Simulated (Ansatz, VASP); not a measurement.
**LiCl in VASP and in Ansatz**

```
Li Cl
1.0
    -0.00457    2.64788    2.71924
     2.71459    0.01126    2.70341
     2.72690    2.64437   -0.00105
Li Cl
1 1
Cartesian
  -0.0172 -0.0188 -0.1025
  2.7357 2.6705 2.8133
```

Alike in both runs: task single point; functional PBE; k mesh 8 × 8 × 8; occupations gaussian, width 0.02 eV; no spin polarisation.

```csv
,VASP,Ansatz
version,VASP 6.6.1,Ansatz 0.2.0
potentials or method,"VASP PAW PBE potentials, release 64 (Li_sv, Cl), cutoff 520 eV","scalar-relativistic, plane waves, PAW"
valence electrons in the cell,10,10
```

|  | VASP | Ansatz | Ansatz less VASP |
| --- | --- | --- | --- |
| gap on the k mesh at the Fermi level (eV) | 5.56 | 5.55 | -0.010 |
| least direct gap on the mesh (eV) | 5.56 | 5.55 | -0.010 |
| rms of the force components (eV/Å) | 0.015 | 0.015 | -0.0003 |

Atom by atom the forces differ by 0.000 eV/Å (rms over components).

Noted on VASP's run: the cutoff is short for stress, so the pressure is rough.
